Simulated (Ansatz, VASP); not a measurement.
**Two plane-wave programs on TeW**

```
W Te
1.0
     0.00000    2.74069    2.74069
     2.74069    0.00000    2.74069
     2.74069    2.74069    0.00000
W Te
1 1
Direct
  0.00000 0.00000 0.00000
  0.50000 0.50000 0.50000
```

Alike in both runs: task single point; functional PBEsol; k mesh 6 × 6 × 6; occupations gaussian, width 0.1 eV; collinear spin.

|  | VASP | Ansatz |
| --- | --- | --- |
| version | VASP 6.6.1 | Ansatz 0.2.0 |
| potentials or method | VASP PAW PBE potentials, release 64 (W_sv, Te), cutoff 520 eV | scalar-relativistic, plane waves, PAW |
| valence electrons in the cell | 20 | 30 |

|  | VASP | Ansatz | Ansatz less VASP |
| --- | --- | --- | --- |
| gap on the k mesh at the Fermi level (eV) | none | none | - |
| pressure (GPa) | 3.8 | 3.6 | -0.18 |
| net moment per atom (μB) | 0.41 | 0.41 | -0.001 |
| size of the moment on the site where the two differ most (μB) | 0.68 | 0.61 | -0.068 |

VASP's potentials were made for PBE, not for PBEsol. Site moments also hang on the region over which each program counts them. A gap of «none» marks a metal or a gap that the smearing closes. The functional is the same, so the differences come from potentials, cutoffs and numerics. VASP's potentials hold 20 valence electrons a cell and Ansatz's 30, so a difference there can come from the potentials and not from the codes. Ansatz's warnings: stability check not made.

Neither program's run includes spin-orbit coupling.
